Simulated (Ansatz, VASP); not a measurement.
Two plane-wave programs on IrAu

```xyz
2
Lattice="1.4146 0.8167 4.6229 -1.4146 0.8167 4.6229 0.0000 -1.6334 4.6229" Properties=species:S:1:pos:R:3 pbc="T T T"
Ir    0.0000    0.0000    0.0000
Au    0.0000    0.0000    6.9343
```

Change from the starting cell: species swapped into the CuPt type (R-3m, No. 166).

Alike in both runs: functional PBE; k mesh 24 × 24 × 24; occupations gaussian, width 0.1 eV; no spin polarisation.

Ansatz relaxed the structure, and its values are those at the end. VASP's run is a single point on that final structure, the one shown.

```csv
,VASP,Ansatz
version,VASP 6.6.1,Ansatz 0.2.0
potentials or method,"VASP PAW PBE potentials, release 64 (Ir, Au), cutoff 520 eV","scalar-relativistic, plane waves, PAW"
valence electrons in the cell,20,36
```

Ansatz gave:

* gap on the k mesh at the Fermi level (eV): none
* pressure (GPa): 0.0

Question: Estimate VASP's values.

Answer: gap on the k mesh at the Fermi level (eV): none; pressure (GPa): -0.1.

A gap of «none» marks a metal or a gap that the smearing closes. VASP's potentials hold 20 valence electrons a cell and Ansatz's 36, so a difference there can come from the potentials and not from the codes.

Neither program's run includes spin-orbit coupling.
